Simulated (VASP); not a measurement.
Sb:

```xyz
1
Lattice="0.0000 2.3712 2.3712 2.3712 0.0000 2.3712 2.3712 2.3712 0.0000" Properties=species:S:1:pos:R:3 pbc="T T T"
Sb    0.0000    0.0000    0.0000
```

Base run:

```yaml
Program: VASP 6.6.1
Functional: PBE
Potentials_or_basis: VASP PAW PBE potentials, release 64 (Sb)
Cutoff: 520 eV
k_mesh: 10 × 10 × 10
Occupations: fermi-dirac, width 0.05 eV
Spin: no spin polarisation
```

Its results: pressure 1.7 GPa.

Task: The run is repeated on the same cell with these changes: functional from PBE to r2SCAN; further incar settings from ALGO = Normal; EDIFF = 1e-06; NBANDS = 8 to ALGO = Normal; EDIFF = 1e-07; NBANDS = 8. What comes out?

Result: Pressure 1.0 GPa.

Caveats: the PAW data sets were made with another functional, which shifts forces and pressure a little (some runs).
